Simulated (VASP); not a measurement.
Write the native input for VASP 6.6.1 that does the following.

```yaml
Task: single point
Functional: PBEsol
Potentials_or_basis: VASP PAW PBE potentials, release 64 (Li_sv)
Cutoff: 520 eV
k_mesh: 13 × 13 × 4
Occupations: fermi-dirac, width 0.1 eV
Spin: no spin polarisation
Dipole_correction: no
Further_INCAR_settings: ALGO = Normal; EDIFF = 1e-06; NBANDS = 14
```

The structure of Li lies in POSCAR:

```
Li
1.0
    3.1760799179      0.0000000000      0.0000000000
   -1.5880399589      2.7505658933      0.0000000000
    0.0000000000      0.0000000000     10.3485595828
Li
4
Direct
    1.0000000000      0.0000000000      1.0000000000
    1.0000000000      1.0000000000      0.5000000000
    0.3333333333      0.6666666667      0.2500000000
    0.6666666667      0.3333333333      0.7500000000
```

This isn't the form of Li at room conditions, which is bcc.

The input as run:

INCAR

```
SYSTEM = Li
PREC     = Accurate       ! precision mode
ENCUT    = 520            ! plane-wave cutoff, eV
EDIFF    = 1E-6           ! SCF threshold, eV
ISMEAR   = -1             ! smearing method
SIGMA    = 0.1            ! smearing width, eV
LREAL    = .False.        ! projectors in reciprocal space
LASPH    = .True.         ! aspherical terms in the spheres
NELM     = 60             ! most SCF steps
ALGO     = Normal         ! electronic algorithm
ISIF     = 2              ! what is computed and relaxed
LWAVE    = .False.        ! write WAVECAR
LCHARG   = .True.         ! write CHGCAR
GGA      = PS             ! functional
LELF     = .True.         ! ELF
LVHAR    = .True.       
NBANDS   = 14             ! bands
```

KPOINTS

```
regular mesh
0
Gamma
  13 13 4
  0 0 0
```

Potentials or basis: VASP PAW PBE potentials, release 64 (Li_sv).

Launch:

```console
$ cat potpaw_PBE.64/Li_sv/POTCAR > POTCAR
$ mpirun -np 1 vasp_std > vasp.out
```

Results of the run:

```
Band gap on the k mesh : zero (bands 6 and 7 overlap by 3.90 eV)
```

Run time: 110 s on 1 thread of AMD EPYC 7571 (shared host), peak memory 0.18 GiB.
